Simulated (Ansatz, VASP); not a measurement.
# InSe: VASP beside Ansatz

The input INCAR:

```
  PREC = Accurate
  ENCUT = 520
  EDIFF = 1E-8
  ISMEAR = -1
  SIGMA = 0.05
  LREAL = False
  LASPH = True
  NELM = 100
  ALGO = Normal
  ISIF = 2
  LWAVE = False
  LCHARG = False
  GGA = PE
  LEFG = True
  NBANDS = 48
```

The input KPOINTS:

```
regular mesh
0
Gamma
  9 9 2
```

POSCAR

```
InSe
1.0
    4.0417341675      0.0000000000      0.0000000000
   -2.0208670837      3.5002444644      0.0000000000
    0.0000000000      0.0000000000     17.4284434000
In Se
4 4
Direct
    0.3333333333      0.6666666667      0.3303039600
    0.6666666667      0.3333333333      0.8303039600
    0.6666666667      0.3333333333      0.6696960400
    0.3333333333      0.6666666667      0.1696960400
    0.3333333333      0.6666666667      0.5973247600
    0.6666666667      0.3333333333      0.0973247600
    0.6666666667      0.3333333333      0.4026752400
    0.3333333333      0.6666666667      0.9026752400
```

Input for Ansatz:

```yaml
crystal:
  lattice:
    - [4.0417341675, 0.0, 0.0]
    - [-2.0208670837, 3.5002444644, 0.0]
    - [0.0, 0.0, 17.4284434]
  atoms:
    - { symbol: In, position: [0.3333333333, 0.6666666667, 0.33030396] }
    - { symbol: In, position: [0.6666666667, 0.3333333333, 0.83030396] }
    - { symbol: In, position: [0.6666666667, 0.3333333333, 0.66969604] }
    - { symbol: In, position: [0.3333333333, 0.6666666667, 0.16969604] }
    - { symbol: Se, position: [0.3333333333, 0.6666666667, 0.59732476] }
    - { symbol: Se, position: [0.6666666667, 0.3333333333, 0.09732476] }
    - { symbol: Se, position: [0.6666666667, 0.3333333333, 0.40267524] }
    - { symbol: Se, position: [0.3333333333, 0.6666666667, 0.90267524] }
kpoints:
  mp_grid: { grid: [9, 9, 2] }
scf:
  occupations: { method: fermi_dirac, width: 0.05 }
hamiltonian:
  xc: pbe
  pseudopotentials: { kind: paw }
output:
  forces: true
  stress: true
  populations: true
  efg: { quadrupole_moments_barn: { In: 0.772 }, contact_densities: true }
  write_density: true
  write_potential: true
  elf: true
  volumetric_format: npy
```

Alike in both runs: task electric field gradients; functional PBE; k mesh 9 × 9 × 2; occupations fermi-dirac, width 0.05 eV; no spin polarisation.

|  | VASP | Ansatz |
| --- | --- | --- |
| version | VASP 6.6.1 | Ansatz 0.2.0 |
| potentials or method | VASP PAW PBE potentials, release 64 (In_d, Se) | plane-wave PAW, scalar-relativistic |
| plane-wave cutoff (eV) | 520 | 420 |
| valence electrons in the cell | 76 | 116 |

Ansatz gave:

| Property | Result |
| --- | --- |
| pressure (GPa) | 1.6 |
| traceless stress, the component that is largest in VASP (GPa) | -0.08 |
| rms of the force components (eV/Å) | 0.094 |
| size of Vzz on the site where it differs most (V/Å²) | 79.6 |

Task: Which values does VASP return?

Result: Pressure (GPa): 1.6; traceless stress, the component that is largest in VASP (GPa): -0.09; rms of the force components (eV/Å): 0.103; size of Vzz on the site where it differs most (V/Å²): 77.1.

Atom by atom the forces differ by 0.009 eV/Å (rms over components). With one functional, cell and mesh, what is left measures potentials, basis and numerics. VASP's potentials hold 76 valence electrons a cell and Ansatz's 116, so a difference there can come from the potentials and not from the codes.
